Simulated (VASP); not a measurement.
Wanted: the native input for a VASP 6.6.1 run.

```
Task                   : single point
Functional             : r2SCAN
Potentials or basis    : VASP PAW PBE potentials, release 64 (Cd, S)
Cutoff                 : 520 eV
k mesh                 : 6 × 6 × 6
Occupations            : fermi-dirac, width 0.02 eV
Spin                   : no spin polarisation
Dipole correction      : no
Further INCAR settings : ALGO = Normal; EDIFF = 1e-06; NBANDS = 16
```

CdS (Hawleyite):

```
Cd S
1.0
     0.00000    2.85817    3.03676
     2.85817    0.00000    3.03676
     2.85817    2.85817    0.00000
Cd S
1 1
Direct
  0.00000 0.00000 0.00000
  0.25000 0.25000 0.25000
```

These files were run (other wordings do the same):

POSCAR

```
CdS
1.0
    0.0000000000      2.8581700000      3.0367555185
    2.8581700000      0.0000000000      3.0367555185
    2.8581700000      2.8581700000      0.0000000000
Cd S
1 1
Direct
    0.0000000000      0.0000000000      0.0000000000
    0.2500000000      0.2500000000      0.2500000000
```

INCAR.step1

```
SYSTEM = CdS
ALGO = Normal ; EDIFF = 1E-4
ENCUT = 520 ; GGA = PE
ISMEAR = -1 ; LASPH = .True.
LCHARG = .False. ; LREAL = .False.
LWAVE = .True. ; NBANDS = 16
NELM = 60 ; PREC = Accurate
SIGMA = 0.02
```

INCAR.step2

```
SYSTEM = CdS
ALGO = Normal ; EDIFF = 1E-6
ENCUT = 520 ; ISIF = 2
ISMEAR = -1 ; ISTART = 1
LASPH = .True. ; LCHARG = .False.
LMIXTAU = .True. ; LREAL = .False.
LWAVE = .False. ; METAGGA = R2SCAN
NBANDS = 16 ; NELM = 60
PREC = Accurate ; SIGMA = 0.02
```

KPOINTS

```
k-points
0
Gamma
  6 6 6
  0 0 0
```

Potentials or basis: VASP PAW PBE potentials, release 64 (Cd, S).

The run is started by

```console
$ cat potpaw_PBE.64/Cd/POTCAR potpaw_PBE.64/S/POTCAR > POTCAR
$ cp INCAR.step1 INCAR
$ mpirun -np 1 vasp_std > vasp.out
$ cp INCAR.step2 INCAR
$ mpirun -np 1 vasp_std > vasp.out
```

It gave:

The pressure is 1.7 GPa and the band gap on the k mesh is 1.52 eV, direct.

Caveat: the PAW data sets were made with another functional, which shifts forces and pressure a little.

Run time: 64 s on 1 thread of Intel(R) Xeon(R) Platinum 8259CL CPU @ 2.50GHz (Skylake/Cascade Lake) (shared host), peak memory 0.19 GiB.
